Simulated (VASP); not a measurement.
**SnO: single point with PBE+D3(BJ)**

SnO, a slab with vacuum:

```xyz
4
Lattice="3.8206 0.0000 0.0000 0.0000 3.7441 0.0000 0.0000 0.0000 30.6349" Properties=species:S:1:pos:R:3 pbc="T T T"
Sn    2.8654    0.9360   14.1236
Sn    0.9551    2.8081   16.5114
O     0.9551    0.9360   15.2962
O     2.8654    2.8081   15.3388
```

This cell differs from its parent crystal: strain along y -0.020, then relaxed in part.

```json
{"Program": "VASP 6.6.1", "Task": "single point", "Functional": "PBE", "Dispersion": "D3(BJ)", "Potentials or basis": "VASP PAW PBE potentials, release 64 (Sn_d, O)", "Cutoff": "520 eV", "k mesh": "6 × 6 × 1", "Occupations": "gaussian, width 0.02 eV", "Spin": "no spin polarisation"}
```

```yaml
Largest_force: 0.090 eV/Å
Band_gap_on_the_k_mesh: 3.13 eV (least direct gap 3.30 eV)
Dispersion_energy_per_atom: -0.140 eV
```

Forces on the atoms (eV/Å):
```
Sn   0.000  0.000 -0.090
Sn   0.000  0.000  0.090
O    0.000  0.000 -0.006
O    0.000  0.000  0.006
```

Levels at points of the mesh, in eV from the valence-band top:
| k point | band 18 | band 19 | band 20 | band 21 | band 22 | band 23 |
| --- | --- | --- | --- | --- | --- | --- |
| (0.00, 0.00, 0.00) | -1.59 | -1.59 | -0.07 | 3.23 | 3.35 | 5.27 |
| (0.50, 0.00, 0.00) | -3.22 | -0.55 | -0.55 | 3.23 | 3.23 | 5.93 |
| (0.00, 0.50, 0.00) | -3.30 | -0.47 | -0.47 | 3.17 | 3.17 | 5.99 |
| (0.50, 0.50, 0.00) | -0.95 | -0.61 | -0.61 | 3.14 | 3.14 | 5.26 |

Run time: 3.2 min on 1 thread of Intel(R) Xeon(R) Platinum 8488C (Sapphire Rapids), with other jobs on the host, peak memory 0.51 GiB.

Caveat: the cell differs from its parent crystal (strain along y -0.020, then relaxed in part); spin-orbit coupling is left out, which moves the levels of the heavy elements.
